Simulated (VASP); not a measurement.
Set up this calculation in VASP 6.6.1, as the native input.

```yaml
Task: single point
Functional: PBE
Dispersion: D3(BJ)
Potentials_or_basis: VASP PAW PBE potentials, release 64 (C)
Cutoff: 520 eV
k_mesh: 2 × 2 × 1
Occupations: fermi-dirac, width 0.05 eV
Spin: no spin polarisation
Dipole_correction: no
Further_INCAR_settings: LREAL = Auto; ALGO = Normal; EDIFF = 1e-06; NBANDS = 86
```

The structure of C lies in POSCAR:

```
C
1.0
    9.8640000000      0.0000000000      0.0000000000
   -4.9320000000      8.5424750000      0.0000000000
    0.0000000000      0.0000000000     13.0000000000
C
32
Direct
   -0.0030867999     -0.0068832510      0.0652461538
    0.1652820253      0.0694529396      0.0604076923
    0.0094647584      0.2463220554      0.0742076923
    0.1701896037      0.3257603915      0.0659076923
    0.0010328436      0.4973617131      0.0783461538
    0.1655566755      0.5768351678      0.0863692308
    0.0036663932      0.7493846924      0.0694153846
    0.1743640183      0.8262827810      0.0708769231
    0.2513580089     -0.0096927413      0.0606461538
    0.4200132923      0.0778814102      0.0767307692
    0.2599560655      0.2379169971      0.0778384615
    0.4181972218      0.3207618401      0.0840538462
    0.2453546202      0.4946224601      0.0786384615
    0.4170466134      0.5801597312      0.0842692308
    0.2470174472      0.7428994524      0.0975076923
    0.4174662719      0.8334118625      0.1022384615
    0.5081825862      0.0025168350      0.0810384615
    0.6688248727      0.0822361201      0.0845538462
    0.5009460540      0.2437818080      0.0815076923
    0.6702259910      0.3303141069      0.0791615385
    0.4989654591      0.4898814454      0.0886615385
    0.6714786503      0.5765542188      0.0847538462
    0.5059353791      0.7526858434      0.1005076923
    0.6768927705      0.8392883795      0.0907307692
    0.7538290023     -0.0031489703      0.0845230769
    0.9250205701      0.0819551711      0.0716615385
    0.7563785977      0.2517069116      0.0826692308
    0.9227035875      0.3336269641      0.0802000000
    0.7600641299      0.5015759484      0.0795615385
    0.9246744535      0.5871834568      0.0761230769
    0.7522140130      0.7474531678      0.0824076923
    0.9169625068      0.8292210396      0.0837307692
```

These files were run (other wordings do the same):

INCAR

```
SYSTEM = C
PREC = Accurate ; ENCUT = 520
EDIFF = 1E-6 ; ISMEAR = -1
SIGMA = 0.05 ; LREAL = Auto
LASPH = .TRUE. ; NELM = 80
ALGO = Normal ; ISIF = 2
LWAVE = .FALSE. ; LCHARG = .FALSE.
GGA = PE ; IVDW = 12
NBANDS = 86
```

KPOINTS

```
Automatic mesh
0
G
  2 2 1
  0 0 0
```

Potentials or basis: VASP PAW PBE potentials, release 64 (C).

The run is started by

```console
$ cat potpaw_PBE.64/C/POTCAR > POTCAR
$ mpirun -np 1 vasp_std > vasp.out
```

Results of the run:

| Quantity | Value |
| --- | --- |
| Largest force | 5.974 eV/Å |
| Dispersion energy per atom | -0.089 eV |

It took 16 min on 1 thread of Intel(R) Xeon(R) Platinum 8259CL CPU @ 2.50GHz (Skylake/Cascade Lake), with other jobs on the host, peak memory 1.1 GiB.
